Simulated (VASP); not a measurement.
SnTe, 2 atoms in the cell. The structure is cubic, space group Pm-3m (No. 221). Conventional cell: a = 3.905 Å, b = 3.905 Å, c = 3.905 Å, α = 90.00°, β = 90.00°, γ = 90.00°. Te (site symmetry m-3m) has 8 Sn at 3.38 Å and 6 Te at 3.90 Å within 4.4 Å. Sn (site symmetry m-3m) has 8 Te at 3.38 Å and 6 Sn at 3.90 Å within 4.4 Å. 

* Program: VASP 6.6.1
* Task: single point
* Functional: LDA
* Potentials or basis: VASP PAW LDA potentials, release 64 (Te, Sn_d)
* Cutoff: 520 eV
* k mesh: 7 × 7 × 7
* Occupations: fermi-dirac, width 0.05 eV
* Spin: no spin polarisation
* Dipole correction: no
* Further INCAR settings: ALGO = Normal; EDIFF = 1e-07; NBANDS = 17

Potentials or basis: VASP PAW LDA potentials, release 64 (Te, Sn_d).

Command:

```console
$ cat potpaw_LDA.64/Te/POTCAR potpaw_LDA.64/Sn_d/POTCAR > POTCAR
$ mpirun -np 1 vasp_std > vasp.out
```

Hardware: 1 thread of AMD EPYC 7R13, with other jobs on the host.

**Question.** How long does it take, and how much memory?

**Answer.** It took 33 s on 1 thread of AMD EPYC 7R13 (shared host), peak memory 0.13 GiB. Counts: scf iterations 12, k points 20.
